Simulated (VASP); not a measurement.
# CoCl3 (Pm-3m) in VASP: further runs, part 2 of 2

VASP 6.6.1. Earlier steps stand in the parts before.

## Step 3: Single point, PBE+U, collinear spin, ferromagnetic start (25.79 Å³/atom)

This run uses another cell than the first one, of 25.79 Å³/atom.

The input, INCAR:

```
SYSTEM = CoCl3
PREC = Accurate ; ENCUT = 520
EDIFF = 1E-6 ; ISMEAR = 0
SIGMA = 0.05 ; LREAL = .False.
LASPH = .True. ; NELM = 150
ALGO = Fast ; ISIF = 2
LWAVE = .False. ; LCHARG = .True.
ISPIN = 2 ; MAGMOM = 2.6 0.02 0.02 0.02
LORBIT = 11 ; LMAXMIX = 4
LDAU = .True. ; LDAUTYPE = 2
LDAUL = 2 -1 ; LDAUU = 3.3 0
LDAUJ = 0 0 ; LDAUPRINT = 1
GGA = PE ; LELF = .True.
LVHAR = .True. ; NBANDS = 27
```

The input, KPOINTS:

```
regular mesh
0
Gamma
  6 6 6
  0 0 0
```

The input, POSCAR:

```
CoCl3
1.0
    4.6897318391      0.0000000000      0.0000000000
    0.0000000000      4.6897318391      0.0000000000
    0.0000000000      0.0000000000      4.6897318391
Co Cl
1 3
Direct
    0.0000000000      0.0000000000      0.0000000000
    0.5000000000      0.0000000000      0.0000000000
    0.0000000000      0.0000000000      0.5000000000
    0.0000000000      0.5000000000      0.0000000000
```

Potentials or basis: VASP PAW PBE potentials, release 64 (Co, Cl).

Command:

```console
> cat potpaw_PBE.64/Co/POTCAR potpaw_PBE.64/Cl/POTCAR > POTCAR
> mpirun -np 1 vasp_std > vasp.out
```

OUTCAR:

```text
SYSTEM = CoCl3
   PREC = Accurate
   ENCUT = 520
   EDIFF = 1E-6
   ISMEAR = 0
   LREAL = .False.
   LASPH = .True.
   NELM = 150
   ISIF = 2
   ISPIN = 2
   LORBIT = 11
   GGA = PE

 ion  position               nearest neighbor table
   1  0.000  0.000  0.000-   2 2.34   3 2.34   4 2.34   3 2.34   4 2.34   2 2.34
   2  0.500  0.000  0.000-   1 2.34   1 2.34
   3  0.000  0.000  0.500-   1 2.34   1 2.34
   4  0.000  0.500  0.000-   1 2.34   1 2.34

  LATTYP: Found a simple cubic cell.
 ALAT       =     4.6897318391

  Lattice vectors:

 A1 = (   4.6897318391,   0.0000000000,   0.0000000000)
 A2 = (   0.0000000000,   4.6897318391,   0.0000000000)
 A3 = (   0.0000000000,   0.0000000000,   4.6897318391)

Analysis of symmetry for initial positions (statically):
=====================================================================
 Subroutine PRICEL returns:
 Original cell was already a primitive cell.

 Routine SETGRP: Setting up the symmetry group for a
 simple cubic supercell.

 Subroutine GETGRP returns: Found 48 space group operations
 (whereof 48 operations were pure point group operations)
 out of a pool of 48 trial point group operations.

The static configuration has the point symmetry O_h .

Analysis of symmetry for dynamics (positions and initial velocities):
=====================================================================
 Subroutine PRICEL returns:
 Original cell was already a primitive cell.

 Routine SETGRP: Setting up the symmetry group for a
 simple cubic supercell.

 Subroutine GETGRP returns: Found 48 space group operations
 (whereof 48 operations were pure point group operations)
 out of a pool of 48 trial point group operations.

The dynamic configuration has the point symmetry O_h .

Analysis of structural, dynamic, and magnetic symmetry:
[... 192 lines left out ...]
  ---------------------------------------------------
  free energy    TOTEN  =       -11.33366666 eV

  energy without entropy =      -11.32062766  energy(sigma->0) =      -11.32714716

 E-fermi :   0.0090     XC(G=0):  -8.0400

 val. band max:       -0.0001268450   @ k =   0.3333   0.3333   0.1667
 cond. band min:       0.0215369427   @ k =   0.3333   0.0000   0.0000
 fundamental gap:      0.0216637878
 Fermi energy:         0.0089678772

 spin component 1

 k-point     1 :       0.0000    0.0000    0.0000
  band No.  band energies     occupation
      1     -14.7471      1.00000
      2     -13.5988      1.00000
      3     -13.5988      1.00000
      4      -3.8154      1.00000
      5      -3.8154      1.00000
      6      -3.8154      1.00000
[... 589 lines left out ...]
     26      12.9519      0.00000
     27      13.0155      0.00000
 Fermi energy:         0.0089678772

 spin component 2

 k-point     1 :       0.0000    0.0000    0.0000
  band No.  band energies     occupation
      1     -14.6076      1.00000
      2     -13.3570      1.00000
      3     -13.3570      1.00000
      4      -3.7524      1.00000
      5      -3.7524      1.00000
      6      -3.7524      1.00000
[... 589 lines left out ...]
     26      13.1372      0.00000
     27      13.1427      0.00000

------------------------ aborting loop because EDIFF is reached ----------------------------------------

  FORCE on cell =-STRESS in cart. coord.  units (eV):
  Direction    XX          YY          ZZ          XY          YZ          ZX
  --------------------------------------------------------------------------------------
  -------------------------------------------------------------------------------------
  Total        0.2115101      0.2115101      0.2115101     -0.0000000      0.0000000      0.0000000
  in kB        3.2854718      3.2854718      3.2854718     -0.0000000      0.0000000      0.0000000
  external PRESSURE =       3.2854718 kB  Pullay stress =       0.0000000 kB

 VOLUME and BASIS-vectors are now :
 -----------------------------------------------------------------------------
  energy-cutoff  :      520.00
  volume of cell :      103.14
      direct lattice vectors                 reciprocal lattice vectors
     4.689731839  0.000000000  0.000000000     0.213231808  0.000000000  0.000000000
     0.000000000  4.689731839  0.000000000     0.000000000  0.213231808  0.000000000
     0.000000000  0.000000000  4.689731839     0.000000000  0.000000000  0.213231808

 POSITION                                       TOTAL-FORCE (eV/Angst)
 -----------------------------------------------------------------------------------
      0.00000      0.00000      0.00000         0.000000      0.000000      0.000000
      2.34487      0.00000      0.00000         0.000000      0.000000      0.000000
      0.00000      0.00000      2.34487         0.000000      0.000000      0.000000
      0.00000      2.34487      0.00000         0.000000      0.000000      0.000000
 -----------------------------------------------------------------------------------
    total drift:                               -0.000000     -0.000000     -0.000000

  FREE ENERGIE OF THE ION-ELECTRON SYSTEM (eV)
  ---------------------------------------------------
  free  energy   TOTEN  =       -11.3336666615 eV

  energy  without entropy=      -11.3206276587  energy(sigma->0) =      -11.32714716

 total charge

# of ion       s       p       d       tot
------------------------------------------
    1        0.316   0.373   7.125   7.815
    2        1.605   3.471   0.000   5.076
    3        1.605   3.471   0.000   5.076
    4        1.605   3.471   0.000   5.076
--------------------------------------------------
tot          5.131  10.786   7.125  23.042

 magnetization (x)

# of ion       s       p       d       tot
------------------------------------------
    1        0.026   0.018   2.252   2.296
    2        0.010   0.102   0.000   0.112
    3        0.010   0.102   0.000   0.112
    4        0.010   0.102   0.000   0.112
--------------------------------------------------
tot          0.055   0.325   2.252   2.632
```

stdout:

```text
POSCAR found type information on POSCAR CoCl
 POSCAR found :  2 types and       4 ions
 scaLAPACK will be used
 LDA part: xc-table for (Slater+PW92), standard interpolation
 POSCAR, INCAR and KPOINTS ok, starting setup
 FFT: planning ... GRIDC
 FFT: planning ... GRID_SOFT
 FFT: planning ... GRID
 WAVECAR not read
 entering main loop
WARNING in EDDRMM: call to ZHEGV failed, returncode =   6  3     25
```

Wall time 4.7 min (1 thread of Oxide Virtual Turin-like, shared host); peak memory 0.25 GiB.

Results:

```yaml
Free_energy: -11.3337 eV
Pressure: 0.3 GPa
Net_moment: 2.75 μB per cell
Site_moments: Co +2.30; Cl +0.11 μB
Valence_electrons_inside_the_program's_atomic_spheres: Co 7.82; Cl 5.08
```

Eigenvalues of the final occupation matrices:
```
    site  spin  trace               eigenvalues
site 1 d     1   4.70  0.90 0.90 0.96 0.96 0.96
site 1 d     2   2.45  0.17 0.17 0.70 0.70 0.70
```

Caveat: a cell with one magnetic atom can't hold antiferromagnetic order, which such compounds often take.

## Step 4: Single point, PBE+U, collinear spin, ferromagnetic start (26.20 Å³/atom)

This run uses another cell than the first one, of 26.20 Å³/atom.

The input, INCAR:

```
PREC = Accurate ; ENCUT = 520
EDIFF = 1E-6 ; ISMEAR = 0
SIGMA = 0.05 ; LREAL = False
LASPH = True ; NELM = 150
ALGO = Fast ; ISIF = 2
LWAVE = False ; LCHARG = False
ISPIN = 2 ; MAGMOM = 2.62 0.01 0.01 0.01
LORBIT = 11 ; LMAXMIX = 4
LDAU = True ; LDAUTYPE = 2
LDAUL = 2 -1 ; LDAUU = 3.3 0
LDAUJ = 0 0 ; LDAUPRINT = 1
GGA = PE ; NBANDS = 27
```

The input, KPOINTS:

```
regular mesh
0
Gamma
  6 6 6
```

The input, POSCAR:

```
CoCl3
1.0
    4.7144150929      0.0000000000      0.0000000000
    0.0000000000      4.7144150929      0.0000000000
    0.0000000000      0.0000000000      4.7144150929
Co Cl
1 3
Direct
    0.0000000000      0.0000000000      0.0000000000
    0.5000000000      0.0000000000      0.0000000000
    0.0000000000      0.0000000000      0.5000000000
    0.0000000000      0.5000000000      0.0000000000
```

Command:

```console
> cat potpaw_PBE.64/Co/POTCAR potpaw_PBE.64/Cl/POTCAR > POTCAR
> mpirun -np 1 vasp_std > vasp.out
```

Run time: 34 min. Hardware: 1 thread of Oxide Virtual Turin-like, shared host; peak memory 0.26 GiB.

The run converged. Its results:

```yaml
Free_energy: -11.3341 eV
Pressure: -0.3 GPa
Net_moment: 2.75 μB per cell
Site_moments: Co +2.31; Cl +0.11 μB
Valence_electrons_inside_the_program's_atomic_spheres: Co 7.79; Cl 5.07
```

Levels at points of the mesh, in eV from the Fermi level:
Spin up:
```tsv
k point	band 12	band 13	band 14	band 15	band 16	band 17	band 18	band 19	band 20	band 21
(0.00, 0.00, 0.00)	-1.04	-1.04	-1.04	-0.72	-0.72	-0.72	3.89	6.60	9.71	9.71
(0.50, 0.00, 0.00)	-1.48	-1.24	-1.01	-1.01	-0.84	-0.84	6.87	8.63	8.71	10.30
(0.50, 0.50, 0.00)	-1.60	-1.60	-0.99	-0.99	-0.15	0.77	8.81	8.81	9.16	9.24
(0.50, 0.50, 0.50)	-1.72	-0.14	-0.14	-0.14	0.78	0.78	7.32	7.70	7.70	7.70
```
Spin down:
```csv
k point,band 10,band 11,band 12,band 13,band 14,band 15,band 16,band 17
"(0.00, 0.00, 0.00)",-0.81,-0.81,-0.81,-0.57,-0.57,-0.57,1.71,1.71
"(0.50, 0.00, 0.00)",-1.02,-0.99,-0.66,-0.66,0.13,0.13,1.72,2.33
"(0.50, 0.50, 0.00)",-1.38,-1.38,0.03,0.10,0.14,0.14,1.93,3.97
"(0.50, 0.50, 0.50)",0.05,0.05,0.05,0.11,0.11,0.11,3.98,3.98
```

Eigenvalues of the final occupation matrices:
```csv
site,spin,trace,eigenvalues
site 1 d,1,4.70,0.90 0.90 0.96 0.96 0.96
site 1 d,2,2.44,0.16 0.16 0.70 0.70 0.70
```

Caveat: a cell with one magnetic atom can't hold antiferromagnetic order, which such compounds often take.

## Step 5: The runs side by side

| cell | k mesh | gap on the mesh (eV) | pressure (GPa) | moment (μB) |
| --- | --- | --- | --- | --- |
| a = 4.779 Å, 4 atoms | 4 × 4 × 4 | none | -0.6 | 3.66 |
| a = 4.690 Å, 4 atoms | 6 × 6 × 6 | none | 0.3 | 2.75 |
| a = 4.714 Å, 4 atoms | 6 × 6 × 6 | none | -0.3 | 2.75 |

Alike in all rows: task single point; level PBE+U; potentials or basis VASP PAW PBE potentials, release 64 (Co, Cl); spin collinear, ferromagnetic start; Co d U = 3.3 eV; cutoff (eV) 520; smearing gaussian 0.05 eV.

Caveats: a cell with one magnetic atom can't hold antiferromagnetic order, which such compounds often take.

Absolute energies hang on the potentials; compare differences alone.

The gap in the log of VASP goes by the Fermi energy; the results here count the filled bands.